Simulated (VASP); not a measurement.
**VGe (zincblende type): single point with PBE**

VGe (zincblende type):

```xyz
2
Lattice="0.0000 2.0681 2.0681 2.0681 0.0000 2.0681 2.0681 2.0681 0.0000" Properties=species:S:1:pos:R:3 pbc="T T T"
V     0.0000    0.0000    0.0000
Ge    1.0340    1.0340    1.0340
```

```json
{"Program": "VASP 6.6.1", "Task": "single point", "Functional": "PBE", "Potentials or basis": "VASP PAW PBE potentials, release 64 (V_sv, Ge_d)", "Cutoff": "520 eV", "k mesh": "13 × 13 × 13", "Occupations": "fermi-dirac, width 0.05 eV", "Spin": "no spin polarisation"}
```

```
Pressure               : 421.1 GPa
Band gap on the k mesh : zero (an odd number of electrons rules out a gap without spin polarisation)
```

Levels at points of the mesh, in eV from the Fermi level:
| k point | band 11 | band 12 | band 13 | band 14 | band 15 | band 16 | band 17 | band 18 |
| --- | --- | --- | --- | --- | --- | --- | --- | --- |
| (0.00, 0.00, 0.00) | -3.93 | -3.93 | -3.93 | 0.18 | 0.18 | 12.55 | 12.63 | 12.63 |

It took 30 s on 1 thread of Intel(R) Xeon(R) Platinum 8488C (Sapphire Rapids) (shared host), peak memory 0.16 GiB.

Caveat: atoms lie so close that the PAW spheres overlap strongly, which falsifies energies and pressures; the cell stands under pressure.
